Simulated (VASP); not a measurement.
# SnO2 (Pa-3) in VASP: a series of runs

The runs below take SnO2 through single point, relaxation of cell and atoms, with r2SCAN, PBE, LDA.

All numbers are computed with VASP 6.6.1; they aren't measurements. Logs are shortened: lines on timing, memory, paths and dates and some standing lists are left out, and cuts for length are marked.

### Step 1. The cell of the first run

Symmetry: Pa-3, No. 205, cubic system. Conventional cell: a = 5.175 Å, b = 5.175 Å, c = 5.175 Å, α = 90.00°, β = 90.00°, γ = 90.00°. Within 2.8 Å of Sn (site symmetry -3) lie 6 O at 2.11 Å. Within 2.8 Å of O (site symmetry 3) lie 3 Sn at 2.11 Å and 6 O at 2.75 Å.

### Step 2. Single point, r2SCAN

POSCAR

```
SnO2
1.0
    5.1752560000      0.0000000000      0.0000000000
    0.0000000000      5.1752560000      0.0000000000
    0.0000000000      0.0000000000      5.1752560000
Sn O
4 8
Direct
    0.0000000000      0.0000000000      0.0000000000
    0.5000000000      0.0000000000      0.5000000000
    0.5000000000      0.5000000000      0.0000000000
    0.0000000000      0.5000000000      0.5000000000
    0.6610980000      0.8389020000      0.1610980000
    0.8389020000      0.1610980000      0.6610980000
    0.1610980000      0.6610980000      0.8389020000
    0.3389020000      0.3389020000      0.3389020000
    0.6610980000      0.6610980000      0.6610980000
    0.8389020000      0.3389020000      0.1610980000
    0.1610980000      0.8389020000      0.3389020000
    0.3389020000      0.1610980000      0.8389020000
```

INCAR.step1

```
SYSTEM = SnO2
PREC = Accurate
ENCUT = 520
ISMEAR = -1
SIGMA = 0.05
LREAL = .FALSE.
LASPH = .TRUE.
NELM = 80
NBANDS = 64
GGA = PE
ALGO = Normal
EDIFF = 1E-4
LWAVE = .TRUE.
LCHARG = .FALSE.
```

INCAR.step2

```
SYSTEM = SnO2
PREC = Accurate
ENCUT = 520
EDIFF = 1E-6
ISMEAR = -1
SIGMA = 0.05
LREAL = .FALSE.
LASPH = .TRUE.
NELM = 80
ALGO = Normal
ISIF = 2
LWAVE = .FALSE.
LCHARG = .FALSE.
METAGGA = R2SCAN
LMIXTAU = .TRUE.
NBANDS = 64
ISTART = 1
```

KPOINTS

```
regular mesh
0
G
  4 4 4
  0 0 0
```

Potentials or basis: VASP PAW PBE potentials, release 64 (Sn_d, O).

The run is started by

```console
> cat potpaw_PBE.64/Sn_d/POTCAR potpaw_PBE.64/O/POTCAR > POTCAR
> cp INCAR.step1 INCAR
> mpirun -np 1 vasp_std > vasp.out
> cp INCAR.step2 INCAR
> mpirun -np 1 vasp_std > vasp.out
```

OUTCAR:

```text
SYSTEM = SnO2
   PREC = Accurate
   ENCUT = 520
   EDIFF = 1E-6
   ISMEAR = -1
   LREAL = .FALSE.
   LASPH = .TRUE.
   NELM = 80
   ISIF = 2
   METAGGA = R2SCAN
   ISTART = 1

 ion  position               nearest neighbor table
   1  0.000  0.000  0.000-   5 2.11   6 2.11   7 2.11  10 2.11  11 2.11  12 2.11   2 3.66   3 3.66
                             4 3.66   2 3.66   4 3.66   3 3.66   4 3.66   4 3.66   2 3.66   3 3.66
   2  0.500  0.000  0.500-   5 2.11   6 2.11   8 2.11   9 2.11  11 2.11  12 2.11   1 3.66   3 3.66
                             4 3.66   1 3.66   3 3.66   3 3.66   4 3.66   3 3.66   1 3.66   4 3.66
   3  0.500  0.500  0.000-   5 2.11   7 2.11   8 2.11   9 2.11  10 2.11  12 2.11   1 3.66   2 3.66
                             4 3.66   2 3.66   4 3.66   1 3.66   2 3.66   2 3.66   1 3.66   4 3.66
   4  0.000  0.500  0.500-   6 2.11   7 2.11   8 2.11   9 2.11  10 2.11  11 2.11   1 3.66   2 3.66
                             3 3.66   1 3.66   3 3.66   1 3.66   2 3.66   1 3.66   2 3.66   3 3.66
   5  0.661  0.839  0.161-   1 2.11   2 2.11   3 2.11
   6  0.839  0.161  0.661-   1 2.11   2 2.11   4 2.11
   7  0.161  0.661  0.839-   1 2.11   3 2.11   4 2.11
   8  0.339  0.339  0.339-   2 2.11   3 2.11   4 2.11
   9  0.661  0.661  0.661-   2 2.11   3 2.11   4 2.11
  10  0.839  0.339  0.161-   1 2.11   3 2.11   4 2.11
  11  0.161  0.839  0.339-   1 2.11   2 2.11   4 2.11
  12  0.339  0.161  0.839-   1 2.11   2 2.11   3 2.11

  LATTYP: Found a simple cubic cell.
 ALAT       =     5.1752560000

  Lattice vectors:

 A1 = (   5.1752560000,   0.0000000000,   0.0000000000)
 A2 = (   0.0000000000,   5.1752560000,   0.0000000000)
 A3 = (   0.0000000000,   0.0000000000,   5.1752560000)

Analysis of symmetry for initial positions (statically):
=====================================================================
 Subroutine PRICEL returns:
 Original cell was already a primitive cell.

 Routine SETGRP: Setting up the symmetry group for a
 simple cubic supercell.

 Subroutine GETGRP returns: Found 24 space group operations
 (whereof  6 operations were pure point group operations)
 out of a pool of 48 trial point group operations.

The static configuration has the point symmetry S_6 .
 The point group associated with its full space group is T_h .

Analysis of symmetry for dynamics (positions and initial velocities):
=====================================================================
 Subroutine PRICEL returns:
 Original cell was already a primitive cell.

 Routine SETGRP: Setting up the symmetry group for a
 simple cubic supercell.

[... 124 lines left out ...]
   EMIN   =  10.00;   EMAX   =-10.00  energy-range for DOS
   EFERMI =   0.00;   METHOD = LEGACY
   ISMEAR =    -1;   SIGMA  =   0.05  broadening in eV -4-tet -1-fermi 0-gaus
   EFERMI_NEDOS =   21; number of points for ismear=-14 and -15
   IALGO  =     38    algorithm
   IMIX   =      4    mixing-type and parameters
     AMIX     =   0.40;   BMIX     =  1.00
     AMIX_MAG =   1.60;   BMIX_MAG =  1.00
  volume/ion in A,a.u.               =      11.55        77.95
  Fermi-wavevector in a.u.,A,eV,Ry     =   1.487604  2.811165 30.109240  2.212967
  Thomas-Fermi vector in A             =   2.600744
   LORBIT       =      0    0 simple, 1 ext, 2 COOP (PROOUT), +10 PAW based schemes
   METAGGA = R2SCAN    functional components
   LHFCALC =     F    Hartree Fock is set to
   AEXX    =    0.0000 exact exchange contribution
   IVDW    =     0    specifies the selected vdW correction
   LEPSILON=     F    determine dielectric tensor
   LRPA    =     F    only Hartree local field effects (RPA)
 non-spin polarized calculation
  energy-cutoff  :      520.00
  volume of cell :      138.61
 maximum number of plane-waves:      3771
 NGX is ok and might be reduce to    40
   NGX = 19   NGY = 19   NGZ = 19

 number of electron     103.9999972 magnetization

 Free energy of the ion-electron system (eV)
  ---------------------------------------------------
  ext. energy  EPLUGINS =         0.00000000
  ---------------------------------------------------
  free energy    TOTEN  =      -167.96680152 eV

  energy without entropy =     -167.96679945  energy(sigma->0) =     -167.96680049

 E-fermi :   6.8052     XC(G=0): -12.4012

 val. band max:        6.1520072963   @ k =   0.5000   0.0000   0.0000
 cond. band min:       7.2993461068   @ k =   0.0000   0.0000   0.0000
 fundamental gap:      1.1473388104
 Fermi energy:         6.8052377284

 k-point     1 :       0.0000    0.0000    0.0000
  band No.  band energies     occupation
      1     -15.2968      2.00000
      2     -15.2968      2.00000
      3     -15.2968      2.00000
      4     -14.4759      2.00000
      5     -14.4759      2.00000
      6     -14.4759      2.00000
[... 726 lines left out ...]
     63      18.0925      0.00000
     64      18.0925      0.00000

------------------------ aborting loop because EDIFF is reached ----------------------------------------

  FORCE on cell =-STRESS in cart. coord.  units (eV):
  Direction    XX          YY          ZZ          XY          YZ          ZX
  --------------------------------------------------------------------------------------
  -------------------------------------------------------------------------------------
  Total       -7.0250922     -7.0250922     -7.0250922     -0.0000000      0.0000000      0.0000000
  in kB      -81.2020701    -81.2020701    -81.2020701     -0.0000000      0.0000000      0.0000000
  external PRESSURE =     -81.2020701 kB  Pullay stress =       0.0000000 kB

 VOLUME and BASIS-vectors are now :
 -----------------------------------------------------------------------------
  energy-cutoff  :      520.00
  volume of cell :      138.61
      direct lattice vectors                 reciprocal lattice vectors
     5.175256000  0.000000000  0.000000000     0.193227156  0.000000000  0.000000000
     0.000000000  5.175256000  0.000000000     0.000000000  0.193227156  0.000000000
     0.000000000  0.000000000  5.175256000     0.000000000  0.000000000  0.193227156

 POSITION                                       TOTAL-FORCE (eV/Angst)
 -----------------------------------------------------------------------------------
      0.00000      0.00000      0.00000         0.000000      0.000000      0.000000
      2.58763      0.00000      2.58763         0.000000      0.000000      0.000000
      2.58763      2.58763      0.00000         0.000000      0.000000      0.000000
      0.00000      2.58763      2.58763         0.000000      0.000000      0.000000
      3.42135      4.34153      0.83372         0.006617     -0.006617      0.006617
      4.34153      0.83372      3.42135        -0.006617      0.006617      0.006617
      0.83372      3.42135      4.34153         0.006617      0.006617     -0.006617
      1.75390      1.75390      1.75390        -0.006617     -0.006617     -0.006617
      3.42135      3.42135      3.42135         0.006617      0.006617      0.006617
      4.34153      1.75390      0.83372        -0.006617     -0.006617      0.006617
      0.83372      4.34153      1.75390         0.006617     -0.006617     -0.006617
      1.75390      0.83372      4.34153        -0.006617      0.006617     -0.006617
 -----------------------------------------------------------------------------------
    total drift:                                0.000000      0.000000     -0.000000

  FREE ENERGIE OF THE ION-ELECTRON SYSTEM (eV)
  ---------------------------------------------------
  free  energy   TOTEN  =      -167.9668015194 eV

  energy  without entropy=     -167.9667994532  energy(sigma->0) =     -167.96680049
```

OUTCAR.step1:

```text
SYSTEM = SnO2
   PREC = Accurate
   ENCUT = 520
   ISMEAR = -1
   LREAL = .FALSE.
   LASPH = .TRUE.
   NELM = 80
[... 986 lines left out ...]
      4.34153      1.75390      0.83372         0.003152      0.003152     -0.003152
      0.83372      4.34153      1.75390        -0.003152      0.003152      0.003152
      1.75390      0.83372      4.34153         0.003152     -0.003152      0.003152
 -----------------------------------------------------------------------------------
    total drift:                                0.000000      0.000000     -0.000000

  FREE ENERGIE OF THE ION-ELECTRON SYSTEM (eV)
  ---------------------------------------------------
  free  energy   TOTEN  =       -73.4130401151 eV

  energy  without entropy=      -73.4126505760  energy(sigma->0) =      -73.41284535
```

OSZICAR.step1:

```text
N       E                     dE             d eps       ncg     rms          rms(c)
DAV:   1     0.158167887865E+04    0.15817E+04   -0.47955E+04  1624   0.260E+03
DAV:   2     0.265167216303E+03   -0.13165E+04   -0.12491E+04  1456   0.797E+02
DAV:   3    -0.579564264089E+02   -0.32312E+03   -0.31326E+03  1560   0.280E+02
DAV:   4    -0.848982680533E+02   -0.26942E+02   -0.26631E+02  1752   0.894E+01
DAV:   5    -0.856869972263E+02   -0.78873E+00   -0.78568E+00  1648   0.158E+01    0.217E+01
DAV:   6    -0.732292647753E+02    0.12458E+02   -0.43276E+01  2096   0.707E+01    0.763E+00
DAV:   7    -0.734905937954E+02   -0.26133E+00   -0.46676E+00  1576   0.897E+00    0.451E+00
DAV:   8    -0.734488673918E+02    0.41726E-01   -0.69574E-01  1920   0.523E+00    0.121E+00
DAV:   9    -0.734112977238E+02    0.37570E-01   -0.18799E-01  2096   0.405E+00    0.211E-01
DAV:  10    -0.734128240106E+02   -0.15263E-02   -0.15610E-02  1896   0.965E-01    0.907E-02
DAV:  11    -0.734130295533E+02   -0.20554E-03   -0.11069E-03  1664   0.268E-01    0.307E-02
DAV:  12    -0.734130401151E+02   -0.10562E-04   -0.78742E-05   936   0.610E-02
   1 F= -.73413040E+02 E0= -.73412845E+02  d E =-.389539E-03
```

Wall time 5.2 min (1 thread of Intel Xeon 6975P-C, shared host); peak memory 0.29 GiB.

What came out:

| Quantity | Value |
| --- | --- |
| Free energy | -167.9668 eV |
| Pressure | -8.1 GPa |
| Largest force | 0.011 eV/Å |
| Band gap on the k mesh | 1.15 eV, indirect (least direct gap 1.20 eV) |

Forces on the atoms (eV/Å):
```
Sn   0.000  0.000  0.000
Sn   0.000  0.000  0.000
Sn   0.000  0.000  0.000
Sn   0.000  0.000  0.000
O    0.007 -0.007  0.007
O   -0.007  0.007  0.007
O    0.007  0.007 -0.007
O   -0.007 -0.007 -0.007
O    0.007  0.007  0.007
O   -0.007 -0.007  0.007
O    0.007 -0.007 -0.007
O   -0.007  0.007 -0.007
```

Caveat: the PAW data sets were made with another functional, which shifts forces and pressure a little; spin-orbit coupling is left out, which moves the levels of the heavy elements. r2SCAN opens gaps a little over a GGA but as a rule still falls short of measured ones.

### Step 3. Single point, PBE

This run uses another cell than the first one, of 11.51 Å³/atom, 0.997 times its volume.

INCAR

```
SYSTEM = SnO2
PREC = Accurate
ENCUT = 520
EDIFF = 1E-7
ISMEAR = -1
SIGMA = 0.05
LREAL = .FALSE.
LASPH = .TRUE.
NELM = 100
ALGO = Normal
ISIF = 2
LWAVE = .FALSE.
LCHARG = .FALSE.
GGA = PE
NBANDS = 64
```

KPOINTS

```
Automatic mesh
0
G
  4 4 4
  0 0 0
```

POSCAR

```
SnO2
1.0
    5.1695529032      0.0000000000      0.0000000000
    0.0000000000      5.1695529032      0.0000000000
    0.0000000000      0.0000000000      5.1695529032
Sn O
4 8
Direct
    0.0000000000      0.0000000000      0.0000000000
    0.5000000000      0.0000000000      0.5000000000
    0.5000000000      0.5000000000      0.0000000000
    0.0000000000      0.5000000000      0.5000000000
    0.6608749210      0.8391250790      0.1608749210
    0.8391250790      0.1608749210      0.6608749210
    0.1608749210      0.6608749210      0.8391250790
    0.3391250790      0.3391250790      0.3391250790
    0.6608749210      0.6608749210      0.6608749210
    0.8391250790      0.3391250790      0.1608749210
    0.1608749210      0.8391250790      0.3391250790
    0.3391250790      0.1608749210      0.8391250790
```

Potentials or basis: VASP PAW PBE potentials, release 64 (Sn_d, O).

The run is started by

```console
> cat potpaw_PBE.64/Sn_d/POTCAR potpaw_PBE.64/O/POTCAR > POTCAR
> mpirun -np 1 vasp_std > vasp.out
```

It took 2.3 min on 1 thread of Intel Xeon 6975P-C, shared host; peak memory 0.27 GiB.

The run converged. Its results:

- Free energy: -73.4117 eV
- Pressure: 0.6 GPa
- Band gap on the k mesh: 0.59 eV, indirect (least direct gap 0.65 eV)

Levels at points of the mesh, in eV from the valence-band top:
```csv
k point,band 50,band 51,band 52,band 53,band 54,band 55
"(0.00, 0.00, 0.00)",-0.06,-0.06,-0.06,0.59,5.77,5.77
"(0.50, 0.00, 0.00)",-0.44,0.00,0.00,3.66,3.66,4.88
"(0.50, 0.50, 0.00)",-0.30,-0.30,-0.30,4.54,4.54,4.54
"(0.50, 0.50, 0.50)",-0.61,-0.61,-0.61,5.02,5.02,5.02
```

Caveat: spin-orbit coupling is left out, which moves the levels of the heavy elements. A k mesh can miss the band edges.

### Step 4. Relaxation of cell and atoms, PBE

INCAR

```
PREC = Accurate ; ENCUT = 600
EDIFF = 1E-6 ; ISMEAR = -1
SIGMA = 0.05 ; LREAL = False
LASPH = True ; NELM = 60
ALGO = Normal ; ISIF = 3
LWAVE = False ; LCHARG = False
GGA = PE ; IBRION = 2
NSW = 60 ; EDIFFG = -0.01
```

KPOINTS

```
regular mesh
0
Gamma
  4 4 4
```

POSCAR

```
SnO2
1.0
    5.1752560000      0.0000000000      0.0000000000
    0.0000000000      5.1752560000      0.0000000000
    0.0000000000      0.0000000000      5.1752560000
Sn O
4 8
Direct
    0.0000000000      0.0000000000      0.0000000000
    0.5000000000      0.0000000000      0.5000000000
    0.5000000000      0.5000000000      0.0000000000
    0.0000000000      0.5000000000      0.5000000000
    0.6610980000      0.8389020000      0.1610980000
    0.8389020000      0.1610980000      0.6610980000
    0.1610980000      0.6610980000      0.8389020000
    0.3389020000      0.3389020000      0.3389020000
    0.6610980000      0.6610980000      0.6610980000
    0.8389020000      0.3389020000      0.1610980000
    0.1610980000      0.8389020000      0.3389020000
    0.3389020000      0.1610980000      0.8389020000
```

The run is started by

```console
> cat potpaw_PBE.64/Sn_d/POTCAR potpaw_PBE.64/O/POTCAR > POTCAR
> mpirun -np 1 vasp_std > vasp.out
```

Run time: 4.4 min. Hardware: 1 thread of Intel Xeon 6975P-C, shared host; peak memory 0.31 GiB.

It converged, with:

| Property | Result |
| --- | --- |
| Free energy | -73.4316 eV |
| Relaxed volume | 11.54 Å³/atom |
| Relaxed cell | a = 5.173 Å, b = 5.173 Å, c = 5.173 Å, α = 90.00°, β = 90.00°, γ = 90.00° |
| Space group after relaxing (to 0.05 Å) | Pa-3 (No. 205) |
| Energy gained by relaxing | 0.0 meV/atom |
| Ionic steps | 3 |
| Pressure after relaxing | 0.0 GPa |
| Largest force after relaxing | 0.006 eV/Å |
| Band gap on the k mesh | 0.58 eV, indirect (least direct gap 0.63 eV) |

Forces in eV/Å, atoms in the order of the input:
```
Sn   0.000  0.000  0.000
Sn   0.000  0.000  0.000
Sn   0.000  0.000  0.000
Sn   0.000  0.000  0.000
O   -0.004  0.004 -0.004
O    0.004 -0.004 -0.004
O   -0.004 -0.004  0.004
O    0.004  0.004  0.004
O   -0.004 -0.004 -0.004
O    0.004  0.004 -0.004
O   -0.004  0.004  0.004
O    0.004 -0.004  0.004
```

Step by step:
```csv
step,energy change (eV),largest force (eV/Å),pressure (GPa),volume (Å³)
1,0.0000,0.0054,-0.22,138.61
2,-0.0001,0.0067,0.20,138.29
3,-0.0001,0.0061,0.01,138.43
```

Final structure:
```
Sn O
1.0
     5.17295    0.00000    0.00000
     0.00000    5.17295    0.00000
     0.00000    0.00000    5.17295
Sn O
4 8
Cartesian
  0.0000 0.0000 0.0000
  2.5865 0.0000 2.5865
  2.5865 2.5865 0.0000
  0.0000 2.5865 2.5865
  3.4197 4.3397 0.8333
  4.3397 0.8333 3.4197
  0.8333 3.4197 4.3397
  1.7532 1.7532 1.7532
  3.4197 3.4197 3.4197
  4.3397 1.7532 0.8333
  0.8333 4.3397 1.7532
  1.7532 0.8333 4.3397
```

Levels at points of the mesh, in eV from the valence-band top:
```csv
k point,band 49,band 50,band 51,band 52,band 53,band 54,band 55,band 56
"(0.00, 0.00, 0.00)",-0.28,-0.06,-0.06,-0.06,0.58,5.75,5.75,5.75
"(0.50, 0.00, 0.00)",-0.44,-0.44,0.00,0.00,3.64,3.64,4.86,4.86
"(0.50, 0.50, 0.00)",-0.30,-0.30,-0.30,-0.30,4.52,4.52,4.52,4.52
"(0.50, 0.50, 0.50)",-0.61,-0.61,-0.61,-0.61,5.00,5.00,5.00,5.00
```

Caveat: spin-orbit coupling is left out, which moves the levels of the heavy elements.

[end of part 1 of 2]
